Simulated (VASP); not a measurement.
A run of VASP 6.6.1 is set up as follows.

INCAR

```
SYSTEM = HPbNO4
ALGO = Normal ; EDIFF = 1E-6
ENCUT = 520 ; GGA = PE
ISIF = 2 ; ISMEAR = -1
LASPH = .True. ; LCHARG = .False.
LREAL = .False. ; LWAVE = .False.
NBANDS = 57 ; NELM = 60
PREC = Accurate ; SIGMA = 0.05
```

File KPOINTS:

```
k-points
0
Gamma
  5 6 4
  0 0 0
```

POSCAR

```
HPbNO4
1.0
    6.7660725556      0.0000000000      0.0000000000
    0.0000000000      4.1714990752      0.0000000000
   -3.3451799225      0.0000000000      7.1762726775
H Pb N O
2 2 2 8
Direct
    0.2254900000      0.7500000000      0.5073000000
    0.7745100000      0.2500000000      0.4927000000
    0.3022900000      0.2500000000      0.2849400000
    0.6977100000      0.7500000000      0.7150600000
    0.2148400000      0.7500000000      0.8356700000
    0.7851600000      0.2500000000      0.1643300000
    0.3307800000      0.7500000000      0.4533800000
    0.4090900000      0.7500000000      0.8690100000
    0.1550800000      0.7500000000      0.9653700000
    0.0708300000      0.7500000000      0.6695500000
    0.6692200000      0.2500000000      0.5466100000
    0.5909100000      0.2500000000      0.1309900000
    0.8449200000      0.2500000000      0.0346300000
    0.9291700000      0.2500000000      0.3304500000
```

Potentials or basis: VASP PAW PBE potentials, release 64 (H, Pb_d, N, O).

Run with:

```bash
$ cat potpaw_PBE.64/H/POTCAR potpaw_PBE.64/Pb_d/POTCAR potpaw_PBE.64/N/POTCAR potpaw_PBE.64/O/POTCAR > POTCAR
$ mpirun -np 1 vasp_std > vasp.out
```

**Question.** What does it give for the largest force?

**Answer.** 1.722 eV/Å.

**Question.** Predict the band gap on the k mesh.

**Answer.** 3.09 eV (least direct gap 3.35 eV).

**Question.** Predict the pressure.

**Answer.** 4.7 GPa.

Stress tensor (GPa, compression positive):
```
 7.25  0.00 -0.23
 0.00  1.24  0.00
-0.23  0.00  5.72
```

Caveat: the standard files for N, O and F lose accuracy on very short bonds; the stress differs along the axes, from 1 to 7 GPa; spin-orbit coupling is left out, which moves the levels of the heavy elements; forces of over 1 eV/Å act on the atoms, so gaps and moduli don't describe the material at rest. A k mesh can miss the band edges.
